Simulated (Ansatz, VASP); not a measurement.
One calculation of Ge, two programs

The input POSCAR:

```
Ge
1.0
    0.0000000000      2.8367729578      2.8367729578
    2.8367729578      0.0000000000      2.8367729578
    2.8367729578      2.8367729578      0.0000000000
Ge
2
Direct
    0.0000000000      0.0000000000      0.0000000000
    0.2500000000      0.2500000000      0.2500000000
```

INCAR.step1

```
SYSTEM = Ge
PREC = Accurate ; ENCUT = 600
ISMEAR = 0 ; SIGMA = 0.02
LREAL = .False. ; LASPH = .True.
NELM = 80 ; GGA = PE
ALGO = Normal ; EDIFF = 1E-4
LWAVE = .True. ; LCHARG = .False.
```

INCAR.step2

```
SYSTEM = Ge
PREC = Accurate ; ENCUT = 600
EDIFF = 1E-6 ; ISMEAR = 0
SIGMA = 0.02 ; LREAL = .False.
LASPH = .True. ; NELM = 80
ALGO = Normal ; ISIF = 3
LWAVE = .False. ; LCHARG = .False.
METAGGA = R2SCAN ; LMIXTAU = .True.
IBRION = 2 ; NSW = 80
EDIFFG = -0.01 ; ISTART = 1
```

The input KPOINTS:

```
regular mesh
0
Gamma
  12 12 12
  0 0 0
```

Input for Ansatz:

```yaml
crystal:
  lattice:
    - [0.0, 2.8367729578, 2.8367729578]
    - [2.8367729578, 0.0, 2.8367729578]
    - [2.8367729578, 2.8367729578, 0.0]
  atoms:
    - { symbol: Ge, position: [0.0, 0.0, 0.0] }
    - { symbol: Ge, position: [0.25, 0.25, 0.25] }
basis:
  ecutwfc: 500
kpoints:
  mp_grid: { grid: [12, 12, 12] }
hamiltonian:
  xc: r2scan
scf:
  occupations: { method: gaussian, width: 0.02 }
output:
  forces: true
  stress: true
  eigenvalues: true
relax:
  adjacent_minimum: "off"
  f_tol: 0.01
  max_steps: 60
  cell: { stress_tol: 0.1 }
```

Alike in both runs: task relaxation of cell and atoms; functional r2SCAN; k mesh 12 × 12 × 12; occupations gaussian, width 0.02 eV; no spin polarisation.

|  | VASP | Ansatz |
| --- | --- | --- |
| version | VASP 6.6.1 | Ansatz 0.2.0 |
| potentials or method | VASP PAW PBE potentials, release 64 (Ge_d), cutoff 600 eV | scalar-relativistic, plane waves, PAW |
| valence electrons in the cell | 28 | 28 |

Ansatz gave:

| Property | Result |
| --- | --- |
| gap on the k mesh at the Fermi level, each at its own relaxed structure (eV) | 0.36 |
| relaxed volume (Å³/atom) | 22.83 |
| relaxed cell length with the largest relative difference (Å) | 4.012 |

Problem. What did VASP give for the same quantities?

Solution. gap on the k mesh at the Fermi level, each at its own relaxed structure (eV): 0.31; relaxed volume (Å³/atom): 22.87; relaxed cell length with the largest relative difference (Å): 4.014.

VASP's potentials were made for PBE, not for r2SCAN.
